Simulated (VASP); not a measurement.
# Mg24H49 (a cell with a defect) in VASP: single point with HSE06

Aim: the single point of Mg24H49 (a cell with a defect) with HSE06.

Everything below comes from runs of VASP 6.6.1. Logs are shortened: lines on timing, memory, paths and dates and some standing lists are left out, and cuts for length are marked.

### 1 The cell of the first run

The cell holds a defect, 73 atoms: a = 9.124 Å, b = 9.124 Å, c = 9.062 Å, α = 90.00°, β = 90.00°, γ = 90.00°.

### 2 Single point, HSE06, collinear spin

The input, POSCAR:

```
Mg24H49
1.0
    9.1236000000      0.0000000000      0.0000000000
    0.0000000000      9.1236000000      0.0000000000
    0.0000000000      0.0000000000      9.0615000000
H Mg
49 24
Direct
    0.2319521658      0.0854280164      0.0005624563
    0.1165612176      0.1807715986      0.0004623873
    0.3509418853      0.8405101361      0.0002958168
    0.0976436139      0.9019618367      0.1650153048
    0.0976672309      0.9019938553      0.8356044637
    0.4104269258      0.1017845512      0.1739211278
    0.4102872500      0.1017342540      0.8268450759
    0.1524076918      0.6501486039      0.0003434717
    0.3463619377      0.3419599408      0.0003444432
    0.1539061356      0.1507336126      0.3314651501
    0.1539110596      0.1508182894      0.6690831205
    0.3484378029      0.8461130170      0.3327584359
    0.3484053785      0.8460881867      0.6678752878
    0.5978159580      0.9014103507      0.1656233495
    0.5978353061      0.9014250814      0.8350687782
    0.8999425043      0.0926327818      0.1671163382
    0.8999729404      0.0927044104      0.8334754600
    0.6510742943      0.1507741747      0.0003257566
    0.8458450309      0.8420024212      0.0003195372
    0.1016893511      0.4034711054      0.1691900753
    0.1017233927      0.4035101111      0.8314038017
    0.4016838821      0.5930939296      0.1670412190
    0.4016687862      0.5930498935      0.8335541396
    0.1526094396      0.6525885567      0.3342563791
    0.1525366043      0.6525997989      0.6663256180
    0.3484540434      0.3466111235      0.3362501000
    0.3485264395      0.3466409357      0.6642604514
    0.0992811175      0.9026018360      0.5002737642
    0.4032222891      0.0943260647      0.5003203500
    0.6521962965      0.6495555157      0.0003304211
    0.8467990583      0.3448175280      0.0003059900
    0.6557186239      0.1502081014      0.3353313578
    0.6556933112      0.1501896231      0.6652929639
    0.8483976756      0.8447494598      0.3334423783
    0.8484386388      0.8447789341      0.6671935172
    0.5964701344      0.3995893862      0.1670403356
    0.5964743290      0.3995846335      0.8335599652
    0.9030001983      0.5950821759      0.1663792808
    0.9029978861      0.5951125084      0.8342577725
    0.5991492772      0.8994584122      0.5003375443
    0.9054694924      0.0965736156      0.5002854742
    0.6528677359      0.6504855399      0.3337821598
    0.6529192375      0.6505015136      0.6668355822
    0.8488841768      0.3454848654      0.3326889658
    0.8488612923      0.3455054926      0.6679102151
    0.0975433101      0.3998437619      0.5002888679
    0.4035923211      0.5963494108      0.5002943428
    0.5989311505      0.4013003637      0.5002857421
    0.9030242646      0.5951641112      0.5002811242
   -0.0077636774     -0.0073804362      0.0002782466
    0.4926147908      0.0020744487      0.0003443851
    0.2545719525      0.2505581368      0.1701621638
    0.2546842907      0.2507324473      0.8303656698
    0.2501996200      0.7473986886      0.1666293307
    0.2501740981      0.7472955626      0.8339723414
    0.0002807958     -0.0020239197      0.3333059510
    0.0003029029     -0.0020082125      0.6672736056
    0.5035004035     -0.0022892434      0.3342826704
    0.5034568436     -0.0023148303      0.6664456278
    0.2505639757      0.2469780790      0.5002699530
    0.2515579113      0.7497309527      0.5003076436
    0.0016610597      0.4943608875      0.0003010581
    0.5007421036      0.4981578326      0.0002964562
    0.7492087524      0.2468757488      0.1668415897
    0.7491692233      0.2468890853      0.8337526388
    0.7488661439      0.7473030252      0.1670237237
    0.7488648300      0.7473419818      0.8336235006
    0.0009077304      0.4989357634      0.3334848137
    0.0008410784      0.4989622186      0.6671159764
    0.5007812987      0.4982781882      0.3341308782
    0.5008518364      0.4983154630      0.6664511057
    0.7526429778      0.2491619780      0.5003074638
    0.7514632659      0.7474076796      0.5003266047
```

The input, INCAR.step1:

```
SYSTEM = Mg24H49
  PREC = Accurate
  ENCUT = 520
  EDIFF = 1E-5
  ISMEAR = 0
  SIGMA = 0.01
  LREAL = Auto
  LASPH = .TRUE.
  NELM = 200
  ALGO = Normal
  ISIF = 2
  LWAVE = .TRUE.
  ISPIN = 2
  MAGMOM = 1 0 0 0 0 0 0 0 0 0 0 0 0 0 0 0 0 0 0 0 0 0 0 0 0 0 0 0 0 0 0 0 0 0 0 0 0 0 0 0 0 0 0 0 0 0 0 0 0 0 0 0 0 0 0 0 0 0 0 0 0 0 0 0 0 0 0 0 0 0 0 0 0
  LORBIT = 11
  NUPDOWN = 1.0
  NBANDS = 94
  GGA = PE
  ISYM = 0
  GGA_COMPAT = .FALSE.
```

The input, INCAR.step2:

```
SYSTEM = Mg24H49
  PREC = Accurate
  ENCUT = 520
  EDIFF = 1E-6
  ISMEAR = 0
  SIGMA = 0.01
  LREAL = Auto
  LASPH = .TRUE.
  NELM = 200
  ALGO = Normal
  ISIF = 2
  LWAVE = .FALSE.
  LCHARG = .TRUE.
  ISPIN = 2
  MAGMOM = 1 0 0 0 0 0 0 0 0 0 0 0 0 0 0 0 0 0 0 0 0 0 0 0 0 0 0 0 0 0 0 0 0 0 0 0 0 0 0 0 0 0 0 0 0 0 0 0 0 0 0 0 0 0 0 0 0 0 0 0 0 0 0 0 0 0 0 0 0 0 0 0 0
  LORBIT = 11
  NUPDOWN = 1.0
  GGA = PE
  LHFCALC = .TRUE.
  HFSCREEN = 0.2079
  PRECFOCK = Fast
  LELF = .TRUE.
  LVHAR = .TRUE.
  NBANDS = 94
  ISTART = 1
  ISYM = 0
  GGA_COMPAT = .FALSE.
```

The input, KPOINTS:

```
Automatic mesh
0
G
  1 1 1
  0 0 0
```

Potentials or basis: VASP PAW PBE potentials, release 64 (H, Mg).

Command:

```bash
$ cat potpaw_PBE.64/H/POTCAR potpaw_PBE.64/Mg/POTCAR > POTCAR
$ cp INCAR.step1 INCAR
$ mpirun -np 1 vasp_gam > vasp.out
$ cp INCAR.step2 INCAR
$ mpirun -np 1 vasp_gam > vasp.out
```

OUTCAR:

```text
SYSTEM = Mg24H49
   PREC = Accurate
   ENCUT = 520
   EDIFF = 1E-6
   ISMEAR = 0
   LREAL = Auto
   LASPH = .TRUE.
   NELM = 200
   ISIF = 2
   ISPIN = 2
   LORBIT = 11
   NUPDOWN = 1.0
   GGA = PE
   LHFCALC = .TRUE.
   HFSCREEN = 0.2079
   PRECFOCK = Fast
   ISTART = 1
   ISYM = 0

 ion  position               nearest neighbor table
   1  0.232  0.085  0.001-  52 2.16  53 2.17
   2  0.117  0.181  0.000-  50 2.06  52 2.09  53 2.09
   3  0.351  0.841  0.000-  54 1.96  55 1.96  51 1.96
   4  0.098  0.902  0.165-  50 1.96  56 1.97  54 1.98
   5  0.098  0.902  0.836-  50 1.96  57 1.97  55 1.98
   6  0.410  0.102  0.174-  58 1.93  51 1.97  52 1.97
   7  0.410  0.102  0.827-  59 1.93  51 1.97  53 1.97
[... 40 lines left out ...]
  48  0.599  0.401  0.500-  71 1.96  70 1.96  72 1.97
  49  0.903  0.595  0.500-  73 1.96  69 1.96  68 1.96
  50  0.992  0.993  0.000-  19 1.92  17 1.96  16 1.96   5 1.96   4 1.96   2 2.06  57 3.02  56 3.02
                            67 3.50  66 3.50  64 3.55  65 3.55  54 3.58  55 3.58
  51  0.493  0.002  0.000-   3 1.96   7 1.97   6 1.97  18 1.98  14 2.00  15 2.00  59 3.03  58 3.03
                            52 3.50  53 3.50  54 3.54  55 3.55  64 3.57  65 3.57  67 3.63  66 3.63
  52  0.255  0.251  0.170-   9 1.94  26 1.94  10 1.95   6 1.97  20 1.97   2 2.09   1 2.16  60 2.99
                            53 3.08  51 3.50  70 3.52  63 3.54  62 3.56  68 3.56  58 3.56  56 3.59
  53  0.255  0.251  0.830-  27 1.94   9 1.94  11 1.95   7 1.97  21 1.97   2 2.09   1 2.17  60 2.99
                            52 3.08  51 3.50  71 3.51  63 3.54  62 3.56  69 3.56  59 3.56  57 3.59
  54  0.250  0.747  0.167-   3 1.96  24 1.96   8 1.96  12 1.97  22 1.97   4 1.98  55 3.01  61 3.02
                            51 3.54  68 3.55  63 3.56  70 3.56  56 3.56  62 3.57  50 3.58  58 3.59
  55  0.250  0.747  0.834-   3 1.96  25 1.96   8 1.96  13 1.97  23 1.97   5 1.98  54 3.01  61 3.02
                            51 3.55  69 3.55  63 3.56  71 3.56  57 3.57  62 3.57  50 3.58  59 3.59
  56  0.000  0.998  0.333-  41 1.96  16 1.96  28 1.97  34 1.97   4 1.97  10 1.98  50 3.02  57 3.03
                            72 3.56  60 3.56  73 3.56  61 3.56  64 3.56  54 3.56  66 3.57  52 3.59
  57  0.000  0.998  0.667-  41 1.96  17 1.96  28 1.97  35 1.97   5 1.97  11 1.98  50 3.02  56 3.03
                            72 3.56  60 3.56  73 3.56  61 3.56  65 3.56  55 3.57  67 3.57  53 3.59
  58  0.504  0.998  0.334-   6 1.93  40 1.96  14 1.96  32 1.97  29 1.97  12 1.98  59 3.01  51 3.03
                            64 3.53  66 3.54  73 3.55  61 3.56  52 3.56  72 3.56  60 3.57  54 3.59
  59  0.503  0.998  0.666-   7 1.93  40 1.96  15 1.96  33 1.97  29 1.97  13 1.98  58 3.01  51 3.03
[... 15 lines left out ...]
  67  0.749  0.747  0.834-  19 1.95  43 1.96  30 1.96  15 1.97  35 1.97  39 1.98  73 3.02  66 3.02
                            50 3.50  59 3.54  63 3.55  71 3.55  69 3.56  57 3.57  62 3.60  51 3.63
  68  0.001  0.499  0.333-  20 1.95  49 1.96  38 1.96  46 1.97  24 1.97  44 1.97  62 3.02  69 3.02
                            54 3.55  73 3.55  72 3.55  52 3.56  66 3.56  61 3.57  60 3.57  64 3.58
  69  0.001  0.499  0.667-  21 1.95  49 1.96  39 1.96  25 1.97  46 1.97  45 1.97  62 3.02  68 3.02
                            55 3.55  73 3.55  72 3.55  53 3.56  67 3.56  61 3.57  60 3.57  65 3.58
[... 290 lines left out ...]
 k-point     1 :       0.0000    0.0000    0.0000
  band No.  band energies     occupation
      1      -8.6215      1.00000
      2      -7.5112      1.00000
      3      -6.6704      1.00000
      4      -6.6314      1.00000
      5      -6.6142      1.00000
      6      -6.5916      1.00000
[... 52 lines left out ...]
     59       4.9162      0.00000
     60       4.9343      0.00000
 Fermi energy:        -1.7407535015

 spin component 2

 k-point     1 :       0.0000    0.0000    0.0000
  band No.  band energies     occupation
      1      -8.4325      1.00000
      2      -6.9610      1.00000
      3      -6.6574      1.00000
      4      -6.5991      1.00000
      5      -6.5877      1.00000
      6      -6.5769      1.00000
[... 52 lines left out ...]
     59       4.9312      0.00000
     60       4.9482      0.00000
 [bands above 60 left out]

------------------------ aborting loop because EDIFF is reached ----------------------------------------

  FORCE on cell =-STRESS in cart. coord.  units (eV):
  Direction    XX          YY          ZZ          XY          YZ          ZX
  --------------------------------------------------------------------------------------
  -------------------------------------------------------------------------------------
  Total       -7.5575752     -7.8837910    -10.4013294      0.5701221     -0.0026772      0.0033365
  in kB      -16.0531585    -16.7460783    -22.0936193      1.2110048     -0.0056866      0.0070871
  external PRESSURE =     -18.2976187 kB  Pullay stress =       0.0000000 kB

 VOLUME and BASIS-vectors are now :
 -----------------------------------------------------------------------------
  energy-cutoff  :      520.00
  volume of cell :      754.28
      direct lattice vectors                 reciprocal lattice vectors
     9.123600000  0.000000000  0.000000000     0.109605857  0.000000000  0.000000000
     0.000000000  9.123600000  0.000000000     0.000000000  0.109605857  0.000000000
     0.000000000  0.000000000  9.061500000     0.000000000  0.000000000  0.110357005

 POSITION                                       TOTAL-FORCE (eV/Angst)
 -----------------------------------------------------------------------------------
      2.11624      0.77941      0.00510        -0.001352     -0.003454     -0.002634
      1.06346      1.64929      0.00419        -0.007473     -0.001367     -0.004856
      3.20185      7.66848      0.00268         0.003466     -0.002950     -0.000683
      0.89086      8.22914      1.49529         0.000931     -0.000879     -0.000662
      0.89108      8.22943      7.57183         0.001843     -0.001129     -0.000320
      3.74457      0.92864      1.57599         0.001249      0.006387     -0.005768
[... 65 lines left out ...]
      6.86681      2.27325      4.53354        -0.002357     -0.001125     -0.001346
      6.85605      6.81905      4.53371        -0.001206      0.001291     -0.001781
 -----------------------------------------------------------------------------------
    total drift:                                0.028865     -0.080514     -0.013447

  FREE ENERGIE OF THE ION-ELECTRON SYSTEM (eV)
  ---------------------------------------------------
  free  energy   TOTEN  =      -240.7763877547 eV

  energy  without entropy=     -240.7763877547  energy(sigma->0) =     -240.77638775

 total charge

# of ion       s       p       d       tot
------------------------------------------
    1        0.473   0.010   0.000   0.484
    2        0.511   0.009   0.000   0.520
    3        0.571   0.002   0.000   0.573
    4        0.569   0.002   0.000   0.571
    5        0.569   0.002   0.000   0.571
    6        0.571   0.002   0.000   0.573
[... 65 lines left out ...]
   72        0.143   0.148   0.039   0.329
   73        0.143   0.147   0.038   0.329
--------------------------------------------------
tot         31.231   3.621   0.927  35.778

 magnetization (x)

# of ion       s       p       d       tot
------------------------------------------
    1        0.194   0.001   0.000   0.195
    2        0.119   0.002   0.000   0.122
    3        0.004   0.000   0.000   0.004
    4        0.000   0.000   0.000   0.000
    5        0.000   0.000   0.000   0.000
    6        0.009   0.001   0.000   0.010
[... 65 lines left out ...]
   72       -0.000   0.000   0.000   0.000
   73       -0.000   0.000  -0.000  -0.000
--------------------------------------------------
tot          0.354   0.012   0.013   0.379
```

Wall time 32 min (1 thread of Intel Xeon 8259CL, shared host); peak memory 1 GiB.

What came out:

| Item | Value |
| --- | --- |
| Free energy | -240.7764 eV |
| Pressure | -1.8 GPa |
| Largest force | 0.009 eV/Å |
| Net moment | 1.00 μB per cell |
| Site moments | H +0.20, +0.12, +0.00, +0.01, -0.00 (each value once); Mg +0.00, -0.00 (each value once) μB |
| Valence electrons inside the program's atomic spheres | H 0.48, 0.52, 0.57, 0.58 (each value once); Mg 0.33, 0.32 (each value once) |

Forces in eV/Å, atoms in the order of the input:
```
H   -0.001 -0.003 -0.003
H   -0.007 -0.001 -0.005
H    0.003 -0.003 -0.001
H    0.001 -0.001 -0.001
H    0.002 -0.001  0.000
H    0.001  0.006 -0.006
H    0.002  0.007  0.004
H   -0.002 -0.001 -0.002
H    0.000  0.000 -0.002
H   -0.002 -0.004  0.002
H   -0.002 -0.004  0.000
H    0.000  0.001  0.000
H    0.001  0.001  0.000
H    0.003 -0.004 -0.001
H    0.001 -0.003 -0.001
H   -0.002 -0.003  0.000
H   -0.002 -0.003  0.000
H   -0.001 -0.002 -0.001
H    0.001 -0.002  0.000
H    0.004  0.001 -0.003
H    0.004  0.001  0.003
H   -0.003  0.000 -0.001
H   -0.003  0.000  0.000
H   -0.004 -0.001 -0.001
H   -0.003 -0.001  0.002
H    0.002  0.003 -0.002
H    0.002  0.003  0.003
H    0.003 -0.002  0.001
H   -0.001 -0.001  0.001
H   -0.002 -0.003 -0.001
H    0.003  0.002 -0.001
H    0.001 -0.003 -0.002
H    0.001 -0.003  0.002
H    0.004  0.000  0.000
H    0.003 -0.001  0.000
H    0.000 -0.002 -0.001
H    0.000 -0.001  0.000
H   -0.001  0.002 -0.001
H   -0.001  0.001  0.000
H    0.004 -0.004  0.001
H    0.001  0.000  0.001
H    0.000 -0.002  0.000
H   -0.001 -0.003  0.001
H    0.003  0.002  0.000
H    0.003  0.002  0.000
H    0.001 -0.001  0.001
H   -0.001  0.003  0.001
H    0.003 -0.001  0.001
H   -0.002  0.003  0.001
Mg  -0.002  0.006  0.002
Mg   0.000  0.007  0.003
Mg   0.004  0.001  0.002
Mg  -0.001 -0.003  0.004
Mg   0.001  0.000  0.002
Mg   0.000  0.003 -0.001
Mg  -0.001  0.005  0.001
Mg  -0.001  0.007 -0.001
Mg  -0.001  0.003 -0.001
Mg  -0.001  0.004 -0.002
Mg   0.002  0.002 -0.001
Mg   0.001  0.002 -0.001
Mg   0.001 -0.002  0.002
Mg  -0.002 -0.002  0.002
Mg  -0.003  0.000  0.003
Mg  -0.002  0.000  0.000
Mg  -0.002  0.002  0.003
Mg  -0.001  0.001 -0.001
Mg  -0.001 -0.001 -0.001
Mg   0.000 -0.002  0.000
Mg  -0.001 -0.002  0.000
Mg  -0.001 -0.002  0.000
Mg  -0.002 -0.001 -0.001
Mg  -0.001  0.001 -0.002
```

Caveat: the k points lie up to 0.69 Å⁻¹ apart; the PAW data sets were made with another functional, which shifts forces and pressure a little; the total moment is fixed, so each spin has its own Fermi level and the state may be an excited one.
